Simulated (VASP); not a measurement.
Runs of VASP 6.6.1 on BeB12. The structure is that of space group Pm-3m (No. 221), or close to it. The cells are those of the table. 

```csv
task,cell,k mesh,cutoff (eV),gap on the mesh (eV),pressure (GPa),relaxed volume (Å³/atom),largest force (eV/Å)
single point,"a = 4.919 Å, 13 atoms",8 × 8 × 8,520,none,0.0,-,-
single point,"a = 4.696 Å, 13 atoms",4 × 4 × 4,520,none,(a),-,0.44
relaxation of cell and atoms,"relaxed from a = 4.926 Å, 13 atoms",8 × 8 × 8,600,none,-0.1,(b),0.01
relaxation of cell and atoms,"relaxed from a = 4.696 Å, 13 atoms",4 × 4 × 4,600,none,-0.4,9.22,0.01
single point,"a = 4.926 Å, 13 atoms",4 × 4 × 4,520,none,-0.1,-,-
```

Alike in all rows: level PBE; potentials or basis VASP PAW PBE potentials, release 64 (Be, B); no spin polarisation; smearing gaussian 0.1 eV.

**Question.** Estimate the missing entries.

**Answer.** (a) 27.9; (b) 9.16.

Caveats: the volume moved by over 15 % at a fixed basis, so the end points are rough (some runs).

A gap of «none» marks levels without a gap at the run's occupations.
